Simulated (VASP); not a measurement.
Here is a VASP 6.6.1 calculation.

File INCAR:

```
PREC = Accurate
ENCUT = 520
EDIFF = 1E-6
ISMEAR = 0
SIGMA = 0.05
LREAL = False
LASPH = True
NELM = 150
ALGO = Normal
ISIF = 2
LWAVE = False
LCHARG = False
ISPIN = 2
MAGMOM = 0 0 0 0 0 0
LORBIT = 11
LMAXMIX = 4
LDAU = True
LDAUTYPE = 2
LDAUL = 2 -1
LDAUU = 5 0
LDAUJ = 0 0
LDAUPRINT = 1
GGA = PS
NBANDS = 37
```

Contents of KPOINTS:

```
Automatic mesh
0
Gamma
  4 4 6
```

Contents of POSCAR:

```
TaN
1.0
    5.1960001500      0.0000000000      0.0000000000
   -2.5980000800      4.4998681300      0.0000000000
    0.0000000000      0.0000000000      2.9109996000
Ta N
3 3
Direct
    0.3333333333      0.6666666667      0.5000000000
    0.6666666667      0.3333333333      0.5000000000
    0.0000000000      0.0000000000      0.0000000000
    0.3928500000      0.0000000000      0.0000000000
    0.6071500000      0.6071500000      0.0000000000
    0.0000000000      0.3928500000      0.0000000000
```

Potentials or basis: VASP PAW PBE potentials, release 64 (Ta_pv, N).

The run is started by

```bash
$ cat potpaw_PBE.64/Ta_pv/POTCAR potpaw_PBE.64/N/POTCAR > POTCAR
$ mpirun -np 1 vasp_std > vasp.out
```

Task: Predict the largest force.

Result: 0.340 eV/Å.

Task: Estimate the band gap on the k mesh.

Result: Zero (filled and empty bands overlap).

Forces on the atoms (eV/Å):
```
Ta   0.000  0.000  0.000
Ta   0.000  0.000  0.000
Ta   0.000  0.000  0.000
N    0.340  0.000  0.000
N   -0.170 -0.294  0.000
N   -0.170  0.294  0.000
```

Caveat: the PAW data sets were made with another functional, which shifts forces and pressure a little; spin-orbit coupling is left out, which moves the levels of the heavy elements.
